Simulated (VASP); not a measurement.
AgCl:

```
Ag Cl
1.0
     0.00000    2.77317    2.77317
     2.77317    0.00000    2.77317
     2.77317    2.77317    0.00000
Ag Cl
1 1
Cartesian
  0.0000 0.0000 0.0000
  2.7732 2.7732 2.7732
```

Base run:

```yaml
Program: VASP 6.6.1
Functional: PBE
Potentials_or_basis: VASP PAW PBE potentials, release 64 (Ag, Cl)
Cutoff: 520 eV
k_mesh: 8 × 8 × 8
Occupations: fermi-dirac, width 0.02 eV
Spin: no spin polarisation
```

Its results: band gap on the k mesh 0.91 eV (least direct gap 3.18 eV); pressure 1.5 GPa.

Task: The run is repeated on the same cell with these changes: functional from PBE to r2SCAN; occupations from fermi-dirac, width 0.02 eV to gaussian, width 0.01 eV. What comes out?

Result: Band gap on the k mesh 1.42 eV (least direct gap 3.70 eV); pressure -0.1 GPa.

Caveats: the PAW data sets were made with another functional, which shifts forces and pressure a little (at least some runs).

A k mesh can miss the band edges.
